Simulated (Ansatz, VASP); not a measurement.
**One calculation of P, two programs**

```
P
1.0
     0.00000    2.68604    2.68604
     2.68604    0.00000    2.68604
     2.68604    2.68604    0.00000
P
2
Direct
  0.12500 0.12500 0.12500
  0.87500 0.87500 0.87500
```

Alike in both runs: task single point; functional revPBE; k mesh 11 × 11 × 11; occupations fermi-dirac, width 0.1 eV; no spin polarisation.

|  | VASP | Ansatz |
| --- | --- | --- |
| version | VASP 6.6.1 | Ansatz 0.2.0 |
| potentials or method | VASP PAW PBE potentials, release 64 (P), cutoff 520 eV | plane waves (420 eV) with PAW, scalar-relativistic |
| valence electrons in the cell | 10 | 10 |

```csv
,VASP,Ansatz,Ansatz less VASP
pressure (GPa),3.6,4.0,+0.37
```

VASP's potentials were made for PBE, not for revPBE. The functional is the same, so the differences come from potentials, cutoffs and numerics.
